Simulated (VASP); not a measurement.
A run of VASP 6.6.1 is set up as follows.

INCAR

```
  ALGO = Normal
  EDIFF = 1E-8
  ENCUT = 520
  GGA = PE
  ISIF = 2
  ISMEAR = -1
  LASPH = True
  LCHARG = False
  LEFG = True
  LREAL = False
  LWAVE = False
  NBANDS = 32
  NELM = 100
  PREC = Accurate
  SIGMA = 0.03
```

KPOINTS

```
k-points
0
Gamma
  6 6 6
```

File POSCAR:

```
Bi2Se3
1.0
    2.1121272447      1.2194372332      9.7325408622
   -2.1121272447      1.2194372332      9.7325408622
    0.0000000000     -2.4388744666      9.7325408622
Bi Se
2 3
Direct
    0.4008000000      0.4008000000      0.4008000000
    0.5992000000      0.5992000000      0.5992000000
    0.0000000000      0.0000000000      0.0000000000
    0.2117000000      0.2117000000      0.2117000000
    0.7883000000      0.7883000000      0.7883000000
```

Potentials or basis: VASP PAW PBE potentials, release 64 (Bi_d, Se).

Run with:

```console
$ cat potpaw_PBE.64/Bi_d/POTCAR potpaw_PBE.64/Se/POTCAR > POTCAR
$ mpirun -np 1 vasp_std > vasp.out
```

Predict the band gap on the k mesh.

0.26 eV.

Estimate the largest force.

0.238 eV/Å.

Forces on the atoms (eV/Å):
```
Bi   0.000  0.000 -0.020
Bi   0.000  0.000  0.020
Se   0.000  0.000  0.000
Se   0.000  0.000  0.238
Se   0.000  0.000 -0.238
```

Caveat: without QUAD_EFG the Cq values of the log hold for a quadrupole moment of 1 mb, not for the nuclei; spin-orbit coupling is left out, which moves the levels of the heavy elements. A k mesh can miss the band edges.
